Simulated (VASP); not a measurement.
Set up this calculation in VASP 6.6.1, as the native input.

```yaml
Task: single point
Functional: r2SCAN
Potentials_or_basis: VASP PAW PBE potentials, release 64 (Hf_pv, N)
Cutoff: 520 eV
k_mesh: 11 × 11 × 6
Occupations: fermi-dirac, width 0.02 eV
Spin: no spin polarisation
Dipole_correction: no
Further_INCAR_settings: ALGO = Normal; EDIFF = 1e-06; NBANDS = 23
```

Crystal: HfN.

```xyz
4
Lattice="3.1339 0.0000 0.0000 -1.5670 2.7140 0.0000 0.0000 0.0000 5.4168" Properties=species:S:1:pos:R:3 pbc="T T T"
Hf    0.0000    1.8094    1.4542
Hf    1.5670    0.9047    4.0626
N     0.0000    0.0000    2.7084
N     0.0000    0.0000    0.0000
```

One way to write it, as run:

POSCAR

```
HfN
1.0
    3.1339080219      0.0000000000      0.0000000000
   -1.5669540110      2.7140439601      0.0000000000
    0.0000000000      0.0000000000      5.4167677200
Hf N
2 2
Direct
    0.3333333333      0.6666666667      0.2684611940
    0.6666666667      0.3333333333      0.7500000000
    0.0000000000      0.0000000000      0.5000000000
    0.0000000000      0.0000000000      0.0000000000
```

INCAR.step1

```
PREC = Accurate
ENCUT = 520
ISMEAR = -1
SIGMA = 0.02
LREAL = F
LASPH = T
NELM = 80
NBANDS = 23
GGA = PE
ALGO = Normal
EDIFF = 1E-4
LWAVE = T
LCHARG = F
```

INCAR.step2

```
PREC = Accurate
ENCUT = 520
EDIFF = 1E-6
ISMEAR = -1
SIGMA = 0.02
LREAL = F
LASPH = T
NELM = 80
ALGO = Normal
ISIF = 2
LWAVE = F
LCHARG = T
METAGGA = R2SCAN
LMIXTAU = T
LELF = T
LVHAR = T
NBANDS = 23
ISTART = 1
```

KPOINTS

```
Automatic mesh
0
Gamma
  11 11 6
```

Potentials or basis: VASP PAW PBE potentials, release 64 (Hf_pv, N).

The run is started by

```console
$ cat potpaw_PBE.64/Hf_pv/POTCAR potpaw_PBE.64/N/POTCAR > POTCAR
$ cp INCAR.step1 INCAR
$ mpirun -np 1 vasp_std > vasp.out
$ cp INCAR.step2 INCAR
$ mpirun -np 1 vasp_std > vasp.out
```

It gave:

```
Pressure               : 0.6 GPa
Largest force          : 1.467 eV/Å
Band gap on the k mesh : zero (bands 15 and 16 overlap by 2.04 eV)
```

Caveat: the PAW data sets were made with another functional, which shifts forces and pressure a little; spin-orbit coupling is left out, which moves the levels of the heavy elements.

Run time: 6.9 min on 1 thread of Intel Xeon 8259CL, on a shared host, peak memory 0.22 GiB.
